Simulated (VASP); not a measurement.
A run of VASP 6.6.1:

The input POSCAR:

```
KBr
1.0
    0.0259123081      3.3116488838      3.3116488838
    3.3116488838      0.0259123081      3.3116488838
    3.3116488838      3.3116488838      0.0259123081
K Br
1 1
Direct
    0.0000000000      0.0000000000      0.0000000000
    0.5000000000      0.5000000000      0.5000000000
```

File INCAR.step1:

```
PREC = Accurate
ENCUT = 520
EDIFF = 1E-5
ISMEAR = 0
SIGMA = 0.01
LREAL = False
LASPH = True
NELM = 100
ALGO = Normal
ISIF = 2
LWAVE = True
LCHARG = False
NBANDS = 15
GGA = PE
```

File INCAR.step2:

```
PREC = Accurate
ENCUT = 520
EDIFF = 1E-6
ISMEAR = 0
SIGMA = 0.01
LREAL = False
LASPH = True
NELM = 100
ALGO = Normal
ISIF = 2
LWAVE = False
LCHARG = False
GGA = PE
LHFCALC = True
HFSCREEN = 0.2079
PRECFOCK = Normal
NBANDS = 15
ISTART = 1
```

File KPOINTS:

```
regular mesh
0
Gamma
  4 4 4
```

Potentials or basis: VASP PAW PBE potentials, release 64 (K_sv, Br).

Command:

```console
$ cat potpaw_PBE.64/K_sv/POTCAR potpaw_PBE.64/Br/POTCAR > POTCAR
$ cp INCAR.step1 INCAR
$ mpirun -np 1 vasp_std > vasp.out
$ cp INCAR.step2 INCAR
$ mpirun -np 1 vasp_std > vasp.out
```

Hardware: 1 thread of Intel Xeon 8259CL, with other jobs on the host.

Question: Estimate the wall time of this run.

Answer: Wall time 27 min on 1 thread of Intel Xeon 8259CL, with other jobs on the host, peak memory 0.3 GiB. Counts: k points 13.
